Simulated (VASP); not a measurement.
# Cd (P6_3/mmc) in VASP: a series of runs

Cd is run at these levels: RPBE; tasks: single point.

All numbers are computed with VASP 6.6.1; they aren't measurements. Logs are shortened: lines on timing, memory, paths and dates and some standing lists are left out, and cuts for length are marked.

### Step 1. The cell of the first run

Symmetry: P6_3/mmc, No. 194, hexagonal system. The conventional cell has a = 3.293 Å, b = 3.293 Å, c = 10.790 Å, α = 90.00°, β = 90.00°, γ = 120.00°. Cd (site symmetry -3m) has 12 Cd at 3.29 to 3.30 Å within 4.3 Å. Cd (site symmetry -6m2) has 12 Cd at 3.29 to 3.30 Å within 4.3 Å.

### Step 2. Single point, RPBE (25.33 Å³/atom)

File INCAR:

```
SYSTEM = Cd
ALGO = Normal
EDIFF = 1E-6
ENCUT = 520
GGA = RP
ISIF = 2
ISMEAR = -1
LASPH = .TRUE.
LCHARG = .FALSE.
LREAL = .FALSE.
LWAVE = .FALSE.
NBANDS = 32
NELM = 60
PREC = Accurate
SIGMA = 0.1
```

File KPOINTS:

```
k-points
0
G
  13 13 4
  0 0 0
```

File POSCAR:

```
Cd
1.0
    3.2927706710      0.0000000000      0.0000000000
   -1.6463853355      2.8516230500      0.0000000000
    0.0000000000      0.0000000000     10.7895726700
Cd
4
Direct
    0.0000000000      0.0000000000      0.0000000000
    0.0000000000      0.0000000000      0.5000000000
    0.3333333333      0.6666666667      0.2500000000
    0.6666666667      0.3333333333      0.7500000000
```

Potentials or basis: VASP PAW PBE potentials, release 64 (Cd).

On the command line:

```
$ cat potpaw_PBE.64/Cd/POTCAR > POTCAR
$ mpirun -np 1 vasp_std > vasp.out
```

OUTCAR:

```text
SYSTEM = Cd
   EDIFF = 1E-6
   ENCUT = 520
   GGA = RP
   ISIF = 2
   ISMEAR = -1
   LASPH = .TRUE.
   LREAL = .FALSE.
   NELM = 60
   PREC = Accurate

 ion  position               nearest neighbor table
   1  0.000  0.000  0.000-   3 3.30   4 3.30   4 3.30   3 3.30   4 3.30   3 3.30
   2  0.000  0.000  0.500-   3 3.30   4 3.30   4 3.30   3 3.30   4 3.30   3 3.30
   3  0.333  0.667  0.250-   1 3.30   2 3.30   1 3.30   2 3.30   1 3.30   2 3.30
   4  0.667  0.333  0.750-   1 3.30   2 3.30   1 3.30   2 3.30   1 3.30   2 3.30

  LATTYP: Found a hexagonal cell.
 ALAT       =     3.2927706710
 C/A-ratio  =     3.2767458618

  Lattice vectors:

 A1 = (   3.2927706710,   0.0000000000,   0.0000000000)
 A2 = (  -1.6463853355,   2.8516230500,   0.0000000000)
 A3 = (   0.0000000000,   0.0000000000,  10.7895726700)

Analysis of symmetry for initial positions (statically):
=====================================================================
 Subroutine PRICEL returns:
 Original cell was already a primitive cell.

 Routine SETGRP: Setting up the symmetry group for a
 hexagonal supercell.

 Subroutine GETGRP returns: Found 24 space group operations
 (whereof 12 operations were pure point group operations)
 out of a pool of 24 trial point group operations.

The static configuration has the point symmetry D_3d.
 The point group associated with its full space group is D_6h.

Analysis of symmetry for dynamics (positions and initial velocities):
=====================================================================
 Subroutine PRICEL returns:
 Original cell was already a primitive cell.

 Routine SETGRP: Setting up the symmetry group for a
 hexagonal supercell.

 Subroutine GETGRP returns: Found 24 space group operations
 (whereof 12 operations were pure point group operations)
 out of a pool of 24 trial point group operations.

The dynamic configuration has the point symmetry D_3d.
 The point group associated with its full space group is D_6h.

 Subroutine INISYM returns: Found 24 space group operations
 (whereof 12 operations are pure point group operations),
 and found     1 'primitive' translations

----------------------------------------------------------------------------------------

                                     Primitive cell

  volume of cell :     101.3113

  direct lattice vectors                    reciprocal lattice vectors
     3.292770671  0.000000000  0.000000000     0.303695611  0.175338743  0.000000000
    -1.646385335  2.851623050  0.000000000     0.000000000  0.350677485  0.000000000
     0.000000000  0.000000000 10.789572670     0.000000000  0.000000000  0.092682077

  length of vectors
     3.292770671  3.292770671 10.789572670     0.350677485  0.350677485  0.092682077

  position of ions in fractional coordinates (direct lattice)
     0.000000000  0.000000000  0.000000000
     0.000000000  0.000000000  0.500000000
     0.333333333  0.666666667  0.250000000
     0.666666667  0.333333333  0.750000000

  ion indices of the primitive-cell ions
   primitive index   ion index
                 1           1
                 2           2
                 3           3
                 4           4

----------------------------------------------------------------------------------------

 KPOINTS: k-points

Automatic generation of k-mesh.
 Grid dimensions read from file:
 generate k-points for:   13   13    4

 Generating k-lattice:

  Cartesian coordinates                     Fractional coordinates (reciprocal lattice)
     0.023361201  0.013487596  0.000000000     0.076923077  0.000000000  0.000000000
     0.000000000  0.026975191  0.000000000     0.000000000  0.076923077  0.000000000
     0.000000000  0.000000000  0.023170519     0.000000000  0.000000000  0.250000000

  Length of vectors
     0.026975191  0.026975191  0.023170519

  Shift w.r.t. Gamma in fractional coordinates (k-lattice)
     0.000000000  0.000000000  0.000000000

 Subroutine IBZKPT returns following result:
 ===========================================

 Found     63 irreducible k-points:

 Following reciprocal coordinates:
            Coordinates               Weight
  0.000000  0.000000  0.000000      1.000000
  0.076923 -0.000000  0.000000      6.000000
  0.153846 -0.000000  0.000000      6.000000
  0.230769 -0.000000  0.000000      6.000000
  0.307692 -0.000000  0.000000      6.000000
  0.384615 -0.000000  0.000000      6.000000
[... 16 lines left out ...]
  0.076923 -0.000000  0.250000     12.000000
  0.153846 -0.000000  0.250000     12.000000
 [... further k-points ...]
   k-points           NKPTS =     63   k-points in BZ     NKDIM =     63   number of bands    NBANDS=     32
   number of dos      NEDOS =    301   number of ions     NIONS =      4
   total plane-waves  NPLWV =  46080
   dimension x,y,z NGX =    24 NGY =   24 NGZ =   80
   dimension x,y,z NGXF=    48 NGYF=   48 NGZF=  160
   ions per type =               4
   NGX,Y,Z   is equivalent  to a cutoff of  12.12, 12.12, 12.33 a.u.
   NGXF,Y,Z  is equivalent  to a cutoff of  24.23, 24.23, 24.65 a.u.
 SYSTEM =  Cd
   PREC   = accura    normal or accurate (medium, high low for compatibility)
   ISTART =      0    job   : 0-new  1-cont  2-samecut
   ICHARG =      2    charge: 1-file 2-atom 10-const
   ISPIN  =      1    spin polarized calculation?
   LNONCOLLINEAR =      F non collinear calculations
   LSORBIT =      F    spin-orbit coupling
   LASPH  =      T    aspherical Exc in radial PAW
   ENCUT  =  520.0 eV  38.22 Ry    6.18 a.u.   6.12  6.12 20.06*2*pi/ulx,y,z
   NELM   =     60;   NELMIN=  2; NELMDL= -5     # of ELM steps
   EDIFF  = 0.1E-05   stopping-criterion for ELM
   LREAL  =      F    real-space projection
   EDIFFG = 0.1E-04   stopping-criterion for IOM
   NSW    =      0    number of steps for IOM
   IBRION =     -1    ionic relax: 0-MD 1-quasi-New 2-CG
   NFREE  =      0    steps in history (QN), initial steepest desc. (CG)
   ISIF   =      2    stress and relaxation
   ISYM   =      2    0-nonsym 1-usesym 2-fastsym
   POTIM  = 0.5000    time-step for ionic-motion
   TEBEG  =    0.0;   TEEND  =   0.0 temperature during run
   PSTRESS=    0.0 pullay stress
   NELECT =      48.0000    total number of electrons
   NUPDOWN=      -1.0000    fix difference up-down
   EMIN   =  10.00;   EMAX   =-10.00  energy-range for DOS
   EFERMI =   0.00;   METHOD = LEGACY
   ISMEAR =    -1;   SIGMA  =   0.10  broadening in eV -4-tet -1-fermi 0-gaus
   EFERMI_NEDOS =   21; number of points for ismear=-14 and -15
   IALGO  =     38    algorithm
   IMIX   =      4    mixing-type and parameters
     AMIX     =   0.40;   BMIX     =  1.00
     AMIX_MAG =   1.60;   BMIX_MAG =  1.00
  volume/ion in A,a.u.               =      25.33       170.92
  Fermi-wavevector in a.u.,A,eV,Ry     =   1.276251  2.411764 22.161382  1.628816
  Thomas-Fermi vector in A             =   2.408917
   LORBIT       =      0    0 simple, 1 ext, 2 COOP (PROOUT), +10 PAW based schemes
   GGA     = RP    functional components
   LHFCALC =     F    Hartree Fock is set to
   AEXX    =    0.0000 exact exchange contribution
   IVDW    =     0    specifies the selected vdW correction
   LEPSILON=     F    determine dielectric tensor
   LRPA    =     F    only Hartree local field effects (RPA)
 non-spin polarized calculation
  energy-cutoff  :      520.00
  volume of cell :      101.31
 maximum number of plane-waves:      2752
   NGX = 13   NGY = 13   NGZ = 41

 number of electron      47.9999991 magnetization

 Free energy of the ion-electron system (eV)
  ---------------------------------------------------
  ext. energy  EPLUGINS =         0.00000000
  ---------------------------------------------------
  free energy    TOTEN  =        -1.40327227 eV

  energy without entropy =       -1.34643414  energy(sigma->0) =       -1.37485321

 E-fermi :   2.0736     XC(G=0): -10.0892

 val. band max:        2.0614173481   @ k =   0.1538   0.1538   0.0000
 cond. band min:       2.0854288910   @ k =   0.4615  -0.0000   0.0000
 fundamental gap:      0.0240115429
 Fermi energy:         2.0736290003

 k-point     1 :       0.0000    0.0000    0.0000
  band No.  band energies     occupation
      1      -7.1487      2.00000
      2      -6.9889      2.00000
      3      -6.9678      2.00000
      4      -6.8461      2.00000
      5      -6.8410      2.00000
      6      -6.8410      2.00000
[... 24 lines left out ...]
     31      14.1836      0.00000
     32      14.3784      0.00000

 k-point     2 :       0.0769   -0.0000    0.0000
  band No.  band energies     occupation
      1      -7.1204      2.00000
      2      -6.9762      2.00000
      3      -6.9470      2.00000
      4      -6.8535      2.00000
      5      -6.8468      2.00000
      6      -6.8379      2.00000
[... 24 lines left out ...]
     31      12.9533      0.00000
     32      13.7982      0.00000

 k-point     3 :       0.1538   -0.0000    0.0000
  band No.  band energies     occupation
      1      -7.0708      2.00000
      2      -6.9730      2.00000
      3      -6.9306      2.00000
      4      -6.8699      2.00000
      5      -6.8573      2.00000
      6      -6.8508      2.00000
[... 24 lines left out ...]
     31      11.2890      0.00000
     32      12.8260      0.00000

 k-point     4 :       0.2308   -0.0000    0.0000
  band No.  band energies     occupation
      1      -7.0977      2.00000
      2      -7.0108      2.00000
      3      -6.9713      2.00000
      4      -6.9140      2.00000
      5      -6.9107      2.00000
      6      -6.8049      2.00000
[... 654 lines left out ...]
     31      13.8932      0.00000
     32      14.0796      0.00000

 k-point    23 :       0.0769   -0.0000    0.2500
  band No.  band energies     occupation
      1      -7.1079      2.00000
      2      -7.0216      2.00000
      3      -6.9090      2.00000
      4      -6.8616      2.00000
      5      -6.8442      2.00000
      6      -6.8176      2.00000
[... 24 lines left out ...]
     31      13.2555      0.00000
     32      13.5356      0.00000

 k-point    24 :       0.1538   -0.0000    0.2500
  band No.  band energies     occupation
      1      -7.0612      2.00000
      2      -6.9988      2.00000
      3      -6.9135      2.00000
      4      -6.8753      2.00000
      5      -6.8613      2.00000
      6      -6.8372      2.00000
[... 24 lines left out ...]
     31      11.3888      0.00000
     32      12.1709      0.00000

 [... further k-points ...]

------------------------ aborting loop because EDIFF is reached ----------------------------------------

  FORCE on cell =-STRESS in cart. coord.  units (eV):
  Direction    XX          YY          ZZ          XY          YZ          ZX
  --------------------------------------------------------------------------------------
  -------------------------------------------------------------------------------------
  Total       -0.6199288     -0.6199288     -0.5862848      0.0000000      0.0000000      0.0000000
  in kB       -9.8038030     -9.8038030     -9.2717426      0.0000000      0.0000000      0.0000000
  external PRESSURE =      -9.6264495 kB  Pullay stress =       0.0000000 kB

 VOLUME and BASIS-vectors are now :
 -----------------------------------------------------------------------------
  energy-cutoff  :      520.00
  volume of cell :      101.31
      direct lattice vectors                 reciprocal lattice vectors
     3.292770671  0.000000000  0.000000000     0.303695611  0.175338743  0.000000000
    -1.646385335  2.851623050  0.000000000     0.000000000  0.350677485  0.000000000
     0.000000000  0.000000000 10.789572670     0.000000000  0.000000000  0.092682077

 POSITION                                       TOTAL-FORCE (eV/Angst)
 -----------------------------------------------------------------------------------
      0.00000      0.00000      0.00000        -0.000000      0.000000     -0.000000
      0.00000      0.00000      5.39479         0.000000      0.000000     -0.000000
     -0.00000      1.90108      2.69739        -0.000000      0.000000      0.000000
      1.64639      0.95054      8.09218         0.000000      0.000000      0.000000
 -----------------------------------------------------------------------------------
    total drift:                               -0.000000      0.000000     -0.000000

  FREE ENERGIE OF THE ION-ELECTRON SYSTEM (eV)
  ---------------------------------------------------
  free  energy   TOTEN  =        -1.4032722739 eV

  energy  without entropy=       -1.3464341411  energy(sigma->0) =       -1.37485321
```

Wall time 46 s (1 thread of Intel Xeon 6975P-C (Granite Rapids), shared host); peak memory 0.29 GiB.

Results:

| Quantity | Value |
| --- | --- |
| Free energy | -1.4033 eV |
| Pressure | -1.0 GPa |
| Band gap on the k mesh | zero (bands 24 and 25 overlap by 2.63 eV) |

Levels at points of the mesh, in eV from the Fermi level:
```tsv
k point	band 21	band 22	band 23	band 24	band 25	band 26	band 27	band 28
(0.00, 0.00, 0.00)	-7.81	-6.31	-6.29	-1.85	-1.60	5.50	5.50	11.24
(0.00, 0.00, 0.50)	-7.44	-7.44	-4.38	-4.38	1.59	1.59	9.84	9.84
```

Caveat: the PAW data sets were made with another functional, which shifts forces and pressure a little.

### Step 3. Single point, RPBE (26.30 Å³/atom)

This run uses another cell than the first one, of 26.30 Å³/atom.

File INCAR:

```
ALGO = Normal ; EDIFF = 1E-7
ENCUT = 520 ; GGA = RP
ISIF = 2 ; ISMEAR = -1
LASPH = T ; LCHARG = T
LELF = T ; LREAL = F
LVHAR = T ; LWAVE = F
NBANDS = 32 ; NELM = 60
PREC = Accurate ; SIGMA = 0.1
```

File KPOINTS:

```
k-points
0
Gamma
  13 13 4
```

File POSCAR:

```
Cd
1.0
    3.3344557377      0.0000000000      0.0000000000
   -1.6672278688      2.8877233766      0.0000000000
    0.0000000000      0.0000000000     10.9261640395
Cd
4
Direct
    0.0000000000      0.0000000000      0.0000000000
    0.0000000000      0.0000000000      0.5000000000
    0.3333333333      0.6666666667      0.2500000000
    0.6666666667      0.3333333333      0.7500000000
```

Potentials or basis: VASP PAW PBE potentials, release 64 (Cd).

On the command line:

```
$ cat potpaw_PBE.64/Cd/POTCAR > POTCAR
$ mpirun -np 1 vasp_std > vasp.out
```

Wall time 92 s (1 thread of Intel Xeon 6975P-C (Granite Rapids), shared host); peak memory 0.34 GiB.

It converged, with:

```
Free energy            : -1.3706 eV
Pressure               : -1.7 GPa
Band gap on the k mesh : zero (bands 24 and 25 overlap by 2.57 eV)
```

Stress tensor (GPa, compression positive):
```
-1.69  0.00  0.00
 0.00 -1.69  0.00
 0.00  0.00 -1.77
```

Levels at points of the mesh, in eV from the Fermi level:
| k point | band 20 | band 21 | band 22 | band 23 | band 24 | band 25 | band 26 | band 27 | band 28 | band 29 |
| --- | --- | --- | --- | --- | --- | --- | --- | --- | --- | --- |
| (0.00, 0.00, 0.00) | -8.30 | -7.55 | -6.10 | -6.09 | -1.70 | -1.62 | 5.37 | 5.37 | 10.94 | 10.94 |
| (0.00, 0.00, 0.50) | -8.34 | -7.20 | -7.20 | -4.23 | -4.23 | 1.56 | 1.56 | 9.61 | 9.61 | 11.21 |

Caveat: the PAW data sets were made with another functional, which shifts forces and pressure a little.

### Step 4. Single point, RPBE (27.28 Å³/atom)

This run uses another cell than the first one, of 27.28 Å³/atom.

File INCAR:

```
SYSTEM = Cd
PREC = Accurate
ENCUT = 520
EDIFF = 1E-6
ISMEAR = -1
SIGMA = 0.1
LREAL = .FALSE.
LASPH = .TRUE.
NELM = 100
ALGO = Normal
ISIF = 2
LWAVE = .FALSE.
LCHARG = .FALSE.
GGA = RP
NBANDS = 32
```

File KPOINTS:

```
regular mesh
0
G
  13 13 4
  0 0 0
```

File POSCAR:

```
Cd
1.0
    3.3751238401      0.0000000000      0.0000000000
   -1.6875619200      2.9229429864      0.0000000000
    0.0000000000      0.0000000000     11.0594230758
Cd
4
Direct
    0.0000000000      0.0000000000      0.0000000000
    0.0000000000      0.0000000000      0.5000000000
    0.3333333333      0.6666666667      0.2500000000
    0.6666666667      0.3333333333      0.7500000000
```

On the command line:

```
$ cat potpaw_PBE.64/Cd/POTCAR > POTCAR
$ mpirun -np 1 vasp_std > vasp.out
```

Run time: 70 s. Hardware: 1 thread of Intel Xeon 6975P-C (Granite Rapids), shared host; peak memory 0.33 GiB.

The run converged. Its results:

```yaml
Free_energy: -1.3218 eV
Pressure: -2.3 GPa
Band_gap_on_the_k_mesh: zero (bands 24 and 25 overlap by 2.42 eV)
```

Stress tensor (GPa, compression positive):
```
-2.23  0.00  0.00
 0.00 -2.23  0.00
 0.00  0.00 -2.40
```

Levels at points of the mesh, in eV from the Fermi level:
```tsv
k point	band 21	band 22	band 23	band 24	band 25	band 26	band 27	band 28
(0.00, 0.00, 0.00)	-7.31	-5.91	-5.89	-1.64	-1.56	5.25	5.25	10.66
(0.00, 0.00, 0.50)	-6.97	-6.97	-4.10	-4.10	1.54	1.54	9.40	9.40
```

Caveat: the PAW data sets were made with another functional, which shifts forces and pressure a little.

### Step 5. Single point, RPBE

This run uses another cell than the first one, of 24.35 Å³/atom.

File INCAR:

```
ALGO     = Normal         # electronic algorithm
EDIFF    = 1E-7           # SCF threshold, eV
ENCUT    = 520            # plane-wave cutoff, eV
GGA      = RP             # functional
ISIF     = 2              # what is computed and relaxed
ISMEAR   = -1             # smearing method
LASPH    = True           # aspherical terms in the spheres
LCHARG   = True           # write CHGCAR
LELF     = True           # ELF
LREAL    = False          # projectors in reciprocal space
LVHAR    = True         
LWAVE    = False          # write WAVECAR
NBANDS   = 32             # bands
NELM     = 80             # most SCF steps
PREC     = Accurate       # precision mode
SIGMA    = 0.1            # smearing width, eV
```

File KPOINTS:

```
k-points
0
Gamma
  15 15 4
```

File POSCAR:

```
Cd
1.0
    3.2500025747      0.0000000000      0.0000000000
   -1.6250012873      2.8145847921      0.0000000000
    0.0000000000      0.0000000000     10.6494324874
Cd
4
Direct
    0.0000000000      0.0000000000      0.0000000000
    0.0000000000      0.0000000000      0.5000000000
    0.3333333333      0.6666666667      0.2500000000
    0.6666666667      0.3333333333      0.7500000000
```

On the command line:

```
$ cat potpaw_PBE.64/Cd/POTCAR > POTCAR
$ mpirun -np 1 vasp_std > vasp.out
```

It took 66 s on 1 thread of Intel Xeon 6975P-C (Granite Rapids), shared host; peak memory 0.31 GiB.

Results (log left out):

| Quantity | Value |
| --- | --- |
| Free energy | -1.4156 eV |
| Pressure | 0.1 GPa |
| Band gap on the k mesh | zero (bands 24 and 25 overlap by 2.74 eV) |

Stress tensor (GPa, compression positive):
```
0.14 0.00 0.00
0.00 0.14 0.00
0.00 0.00 0.05
```

Levels at points of the mesh, in eV from the Fermi level:
```csv
k point,band 22,band 23,band 24,band 25,band 26,band 27
"(0.00, 0.00, 0.00)",-6.50,-6.48,-1.98,-1.55,5.67,5.67
"(0.00, 0.00, 0.50)",-7.68,-4.51,-4.51,1.66,1.66,10.12
```

Caveat: the PAW data sets were made with another functional, which shifts forces and pressure a little.

### Step 6. Summary

```csv
cell,k mesh,gap on the mesh (eV),pressure (GPa)
"a = 3.293, b = 3.293, c = 10.790 Å, angles 90.0, 90.0, 120.0°, 4 atoms",13 × 13 × 4,none,-1.0
"a = 3.334, b = 3.334, c = 10.926 Å, angles 90.0, 90.0, 120.0°, 4 atoms",13 × 13 × 4,none,-1.7
"a = 3.375, b = 3.375, c = 11.059 Å, angles 90.0, 90.0, 120.0°, 4 atoms",13 × 13 × 4,none,-2.3
"a = 3.250, b = 3.250, c = 10.649 Å, angles 90.0, 90.0, 120.0°, 4 atoms",15 × 15 × 4,none,0.1
```

Alike in all rows: task single point; level RPBE; potentials or basis VASP PAW PBE potentials, release 64 (Cd); no spin polarisation; cutoff (eV) 520; smearing fermi-dirac 0.1 eV.

Caveats: the PAW data sets were made with another functional, which shifts forces and pressure a little.

Total energies depend on the potentials used, so only differences within one code and one set of settings carry meaning.

The gap in the log of VASP goes by the Fermi energy; the results here count the filled bands.